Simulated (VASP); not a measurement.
Sb: single point with B3LYP5

The system is Sb.

```
Sb
1.0
     2.16847    1.25196    3.78289
    -2.16847    1.25196    3.78289
     0.00000   -2.50393    3.78289
Sb
2
Cartesian
  0.0000 0.0000 8.6989
  0.0000 0.0000 2.6498
```

```json
{
 "Program": "VASP 6.6.1",
 "Task": "single point",
 "Functional": "B3LYP5",
 "Potentials or basis": "VASP PAW PBE potentials, release 64 (Sb)",
 "Cutoff": "520 eV",
 "k mesh": "4 × 4 × 4",
 "Occupations": "fermi-dirac, width 0.05 eV",
 "Spin": "no spin polarisation",
 "Dipole correction": "no",
 "Grid for exact exchange (PRECFOCK)": "Normal",
 "Further INCAR settings": "ALGO = Normal; EDIFF = 1e-07; NBANDS = 12",
 "Share of exact exchange": "0.2"
}
```

- Pressure: 3.0 GPa
- Largest force: 0.469 eV/Å
- Band gap on the k mesh: 0.84 eV (least direct gap 0.92 eV)

Forces on the atoms (eV/Å):
```
Sb   0.000  0.000  0.469
Sb   0.000  0.000 -0.469
```

Stress tensor (GPa, compression positive):
```
3.10 0.00 0.00
0.00 3.10 0.00
0.00 0.00 2.78
```

Levels at points of the mesh, in eV from the valence-band top:
| k point | band 2 | band 3 | band 4 | band 5 | band 6 | band 7 | band 8 | band 9 |
| --- | --- | --- | --- | --- | --- | --- | --- | --- |
| (0.00, 0.00, 0.00) | -5.10 | -2.04 | -1.76 | -1.76 | 3.25 | 3.88 | 3.88 | 6.57 |
| (0.50, 0.00, 0.00) | -10.23 | -1.88 | -1.74 | -0.08 | 0.84 | 1.29 | 1.53 | 9.22 |
| (0.50, 0.50, 0.00) | -8.50 | -5.57 | -3.80 | -3.70 | 2.93 | 6.18 | 6.84 | 8.22 |
| (0.50, 0.50, 0.50) | -9.53 | -1.20 | -1.20 | 0.00 | 1.11 | 1.11 | 2.02 | 8.61 |

It took 10 min on 1 thread of AMD EPYC 7R13 Processor (Zen 3), on a shared host, peak memory 0.17 GiB.

Caveat: the k points lie up to 0.44 Å⁻¹ apart; the PAW data sets were made with another functional, which shifts forces and pressure a little; spin-orbit coupling is left out, which moves the levels of the heavy elements. A k mesh can miss the band edges.
